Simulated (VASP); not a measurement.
**PbS (NiAs type): relaxation of cell and atoms with PBE**

The system is PbS (NiAs type).

```xyz
4
Lattice="3.8385 0.0000 0.0000 -1.9192 3.3242 0.0000 0.0000 0.0000 5.9497" Properties=species:S:1:pos:R:3 pbc="T T T"
Pb    0.0000    0.0000    0.0000
Pb    0.0000    0.0000    2.9748
S     0.0000    2.2162    1.4874
S     1.9192    1.1081    4.4622
```

| Item | Value |
| --- | --- |
| Program | VASP 6.6.1 |
| Task | relaxation of cell and atoms |
| Functional | PBE |
| Potentials or basis | VASP PAW PBE potentials, release 64 (Pb_d, S) |
| Cutoff | 600 eV |
| k mesh | 10 × 10 × 6 |
| Occupations | fermi-dirac, width 0.1 eV |
| Spin | no spin polarisation |
| Target pressure | 40 GPa |
| Dipole correction | no |
| Further INCAR settings | ALGO = Normal; EDIFF = 1e-06; IBRION = 2; EDIFFG = -0.005; NSW = 60; ISIF = 3 |

| Property | Result |
| --- | --- |
| Relaxed volume | 18.14 Å³/atom |
| Relaxed cell | a = 3.355 Å, b = 3.355 Å, c = 7.443 Å, α = 90.00°, β = 90.00°, γ = 120.00° |
| Space group after relaxing (to 0.1 Å) | P6_3/mmc (No. 194) |
| Energy change on relaxing (the run minimises the enthalpy) | -47.0 meV/atom |
| Ionic steps | 14 |
| Pressure after relaxing | 40.0 GPa |
| Band gap on the k mesh | zero (bands 20 and 21 overlap by 3.04 eV) |

Step by step:
```tsv
step	energy change (eV)	largest force (eV/Å)	pressure (GPa)	volume (Å³)
1	0.0000	0.0000	43.98	75.92
2	-1.4538	0.0000	30.98	81.07
3	-1.2149	0.0000	33.20	80.08
4	-1.1538	0.0000	34.55	79.11
5	-0.7573	0.0000	37.78	75.48
6	2.5006	0.0000	55.60	65.62
7	-0.3157	0.0000	39.67	73.09
8	-0.0776	0.0000	40.72	72.11
9	-0.1534	0.0000	40.39	72.41
10	-0.2150	0.0000	39.49	72.66
11	-0.1750	0.0000	40.08	72.49
12	-0.1754	0.0000	40.08	72.50
13	-0.1826	0.0000	40.03	72.52
14	-0.1880	0.0000	40.00	72.55
```

Final structure:
```xyz
4
Lattice="3.3547 0.0000 0.0000 -1.6774 2.9053 0.0000 0.0000 0.0000 7.4432" Properties=species:S:1:pos:R:3 pbc="T T T"
Pb    0.0000    0.0000    0.0000
Pb    0.0000    0.0000    3.7216
S     0.0000    1.9369    1.8608
S     1.6774    0.9684    5.5824
```

Levels at points of the mesh, in eV from the Fermi level:
| k point | band 18 | band 19 | band 20 | band 21 | band 22 | band 23 |
| --- | --- | --- | --- | --- | --- | --- |
| (0.00, 0.00, 0.00) | -1.21 | -1.21 | 2.23 | 2.53 | 5.19 | 5.19 |
| (0.50, 0.00, 0.00) | -2.05 | -2.02 | -1.00 | -0.81 | 0.38 | 2.34 |
| (0.00, 0.00, 0.50) | -1.54 | -1.23 | -1.23 | 3.87 | 3.87 | 5.56 |
| (0.50, 0.00, 0.50) | -4.53 | -2.99 | -2.99 | 2.34 | 2.34 | 2.86 |

Run time: 17 min on 1 thread of AMD EPYC 7R13 (shared host), peak memory 0.27 GiB.

Caveat: the cell is relaxed towards a set pressure, so the run minimises the enthalpy, not the energy; a cell axis changed by over 15 % at a fixed basis, so the end point is rough; spin-orbit coupling is left out, which moves the levels of the heavy elements.
